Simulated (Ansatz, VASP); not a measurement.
**Ti19Al in VASP and in Ansatz**

```
Ti Al
1.0
     5.72439    0.00000    0.00000
    -2.86219    4.95746    0.00000
     0.00000    0.00000   21.08006
Ti Al
19 1
Cartesian
  0.0000 1.6525 6.1616
  -1.4092 4.1439 6.0999
  2.8622 1.6272 6.0999
  1.4092 4.1439 6.0999
  1.4374 0.8226 8.2511
  0.0000 3.3123 8.2511
  4.2870 0.8226 8.2511
  2.8622 3.3050 8.1681
  0.0000 1.6525 10.6499
  -1.4184 4.1386 10.5154
  2.8622 1.6378 10.5154
  1.4184 4.1386 10.5154
  1.4168 0.8345 12.8715
  0.0000 3.2885 12.8715
  4.3076 0.8345 12.8715
  2.8622 3.3050 12.6960
  -1.4903 4.0970 14.8980
  2.8622 1.7209 14.8980
  1.4903 4.0970 14.8980
  0.0000 1.6525 15.2171
```

Alike in both runs: functional LDA; k mesh 9 × 9 × 1; occupations methfessel-paxton of order 1, width 0.1 eV; no spin polarisation.

Ansatz relaxed the structure, and its values are those at the end. VASP's run is a single point on that final structure, the one shown.

|  | VASP | Ansatz |
| --- | --- | --- |
| version | VASP 6.6.1 | Ansatz 0.2.0 |
| potentials or method | VASP PAW LDA potentials, release 64 (Ti_sv, Al), cutoff 400 eV | scalar-relativistic, plane waves, PAW |
| valence electrons in the cell | 231 | 231 |

VASP gave:

```
gap on the k mesh at the Fermi level (eV) : none
rms of the force components (eV/Å)        : 0.008
```

Q: Which values does Ansatz return?

A: gap on the k mesh at the Fermi level (eV): none; rms of the force components (eV/Å): 0.003.

Ansatz warns that its potentials were made for another functional, while VASP's fit it. LDA's correlation is that of Perdew and Zunger in VASP and of Perdew and Wang (1992) in Ansatz. A gap of «none» marks a metal or a gap that the smearing closes. Ansatz's warnings: vacuum below fermi, vacuum density over bound, xc potential rough in thin density.
